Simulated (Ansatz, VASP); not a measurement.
## CoO: VASP beside Ansatz

INCAR

```
SYSTEM = CoO
  ALGO = Normal
  EDIFF = 1E-6
  ENCUT = 520
  GGA = PS
  ISIF = 2
  ISMEAR = -1
  ISPIN = 2
  LASPH = .TRUE.
  LCHARG = .FALSE.
  LMAXMIX = 4
  LORBIT = 11
  LREAL = .FALSE.
  LWAVE = .FALSE.
  MAGMOM = 2 0
  NBANDS = 18
  NELM = 150
  PREC = Accurate
  SIGMA = 0.05
```

File KPOINTS:

```
k-points
0
G
  12 12 12
  0 0 0
```

File POSCAR:

```
CoO
1.0
   -1.4978788897      1.4978788897      2.0931045106
    1.4978788897     -1.4978788897      2.0931045106
    1.4978788897      1.4978788897     -2.0931045106
Co O
1 1
Direct
    0.0000000000      0.0000000000      0.0000000000
    0.5000000000      0.5000000000      0.0000000000
```

The input input.yaml:

```yaml
crystal:
  lattice:
    - [-1.4978788897, 1.4978788897, 2.0931045106]
    - [1.4978788897, -1.4978788897, 2.0931045106]
    - [1.4978788897, 1.4978788897, -2.0931045106]
  atoms:
    - { symbol: Co, position: [0.0, 0.0, 0.0], spin: 2.0 }
    - { symbol: O, position: [0.5, 0.5, 0.0] }
hamiltonian:
  xc: pbesol
  pseudopotentials: { kind: paw }
magnetization:
  spin_polarized: true
kpoints:
  mp_grid: { grid: [12, 12, 12] }
scf:
  occupations: { method: fermi_dirac, width: 0.05 }
output:
  forces: true
  stress: true
  eigenvalues: true
```

Alike in both runs: task single point; functional PBEsol; k mesh 12 × 12 × 12; occupations fermi-dirac, width 0.05 eV; collinear spin.

|  | VASP | Ansatz |
| --- | --- | --- |
| version | VASP 6.6.1 | Ansatz 0.2.0 |
| potentials or method | VASP PAW PBE potentials, release 64 (Co, O) | Ansatz PAW |
| plane-wave cutoff (eV) | 520 | 420 |
| valence electrons in the cell | 15 | 23 |

```csv
,VASP,Ansatz,Ansatz less VASP
gap on the k mesh at the Fermi level (eV),none,none,-
pressure (GPa),-6.5,-5.9,+0.68
"traceless stress, the component that is largest in VASP (GPa)",0.23,0.29,+0.060
net moment per atom (μB),1.44,1.45,+0.016
size of the moment on the site where the two differ most (μB),2.52,2.45,-0.068
```

VASP's potentials were made for PBE, not for PBEsol. Site moments also hang on the region over which each program counts them. A gap of «none» marks a metal or a gap that the smearing closes. VASP's potentials hold 15 valence electrons a cell and Ansatz's 23, so a difference there can come from the potentials and not from the codes.
